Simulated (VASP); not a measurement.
Write the native input for VASP 6.6.1 that does the following.

* Task: electric field gradients
* Functional: PBEsol
* Potentials or basis: VASP PAW PBE potentials, release 64 (Na_pv, Cl)
* Cutoff: 400 eV
* k mesh: 8 × 8 × 8
* Occupations: fermi-dirac, width 0.02 eV
* Spin: no spin polarisation
* Dipole correction: no
* Further INCAR settings: ALGO = Normal; EDIFF = 1e-08; NBANDS = 14

The structure of NaCl lies in POSCAR:

```
NaCl
1.0
    2.7742000000      0.0000000000      0.0000000000
    0.0000000000      2.7742000000      0.0000000000
    0.0000000000      0.0000000000      2.8600000000
Na Cl
1 1
Direct
    0.0000000000      0.0000000000      0.0000000000
    0.5000000000      0.5000000000      0.5000000000
```

This cell differs from its parent crystal: equal xx and yy strain of -3 %.

These files were run (other wordings do the same):

INCAR

```
SYSTEM = NaCl
ALGO     = Normal         ! electronic algorithm
EDIFF    = 1E-8           ! SCF threshold, eV
ENCUT    = 400            ! plane-wave cutoff, eV
GGA      = PS             ! functional
GGA_COMPAT= .False.      
ISIF     = 2              ! what is computed and relaxed
ISMEAR   = -1             ! smearing method
LASPH    = .True.         ! aspherical terms in the spheres
LCHARG   = .False.        ! write CHGCAR
LEFG     = .True.       
LREAL    = .False.        ! projectors in reciprocal space
LWAVE    = .False.        ! write WAVECAR
NBANDS   = 14             ! bands
NELM     = 120            ! most SCF steps
PREC     = Accurate       ! precision mode
SIGMA    = 0.02           ! smearing width, eV
```

KPOINTS

```
k-points
0
Gamma
  8 8 8
  0 0 0
```

Potentials or basis: VASP PAW PBE potentials, release 64 (Na_pv, Cl).

Run with:

```console
$ cat potpaw_PBE.64/Na_pv/POTCAR potpaw_PBE.64/Cl/POTCAR > POTCAR
$ mpirun -np 1 vasp_std > vasp.out
```

Results of the run:

The pressure is 76.4 GPa. The band gap on the k mesh is 3.79 eV, direct.

Caveat: the cell differs from its parent crystal (equal xx and yy strain of -3 %); without QUAD_EFG the Cq values of the log hold for a quadrupole moment of 1 mb, not for the nuclei; the PAW data sets were made with another functional, which shifts forces and pressure a little.

Run time: 13 s on 1 thread of AMD EPYC 7R43 64-Core Processor (Zen 3) (shared host), peak memory 0.09 GiB.
